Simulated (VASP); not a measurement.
Write the native input for VASP 6.6.1 that does the following.

| Property | Result |
| --- | --- |
| Task | single point |
| Functional | LDA |
| Potentials or basis | VASP PAW LDA potentials, release 64 (Cd, I) |
| Cutoff | 500 eV |
| k mesh | 6 × 6 × 2 |
| Occupations | gaussian, width 0.1 eV |
| Spin | no spin polarisation |
| Dipole correction | no |
| Further INCAR settings | ALGO = Normal; EDIFF = 1e-06; NBANDS = 20 |

The structure of CdI2 lies in POSCAR:

```
CdI2
1.0
    4.2910112908      0.0000000000      0.0000000000
   -2.1455056454      3.7161247857      0.0000000000
    0.0000000000      0.0000000000      7.3035834400
Cd I
1 2
Direct
    0.0000000000      0.0000000000      0.0000000000
    0.3333333333      0.6666666667      0.2357908500
    0.6666666667      0.3333333333      0.7642091500
```

These files were run (other wordings do the same):

INCAR

```
  PREC = Accurate
  ENCUT = 500
  EDIFF = 1E-6
  ISMEAR = 0
  SIGMA = 0.1
  LREAL = False
  LASPH = True
  NELM = 120
  ALGO = Normal
  ISIF = 2
  LWAVE = False
  LCHARG = False
  GGA = CA
  NBANDS = 20
  GGA_COMPAT = False
```

KPOINTS

```
Automatic mesh
0
Gamma
  6 6 2
```

Potentials or basis: VASP PAW LDA potentials, release 64 (Cd, I).

The run is started by

```console
$ cat potpaw_LDA.64/Cd/POTCAR potpaw_LDA.64/I/POTCAR > POTCAR
$ mpirun -np 1 vasp_std > vasp.out
```

It gave:

```
Pressure               : -2.5 GPa
Largest force          : 0.326 eV/Å
Band gap on the k mesh : 2.22 eV (least direct gap 2.29 eV)
```

Caveat: the k points lie up to 0.43 Å⁻¹ apart; spin-orbit coupling is left out, which moves the levels of the heavy elements.

It took 17 s on 1 thread of Intel(R) Xeon(R) Platinum 8488C (Sapphire Rapids), with other jobs on the host, peak memory 0.2 GiB.
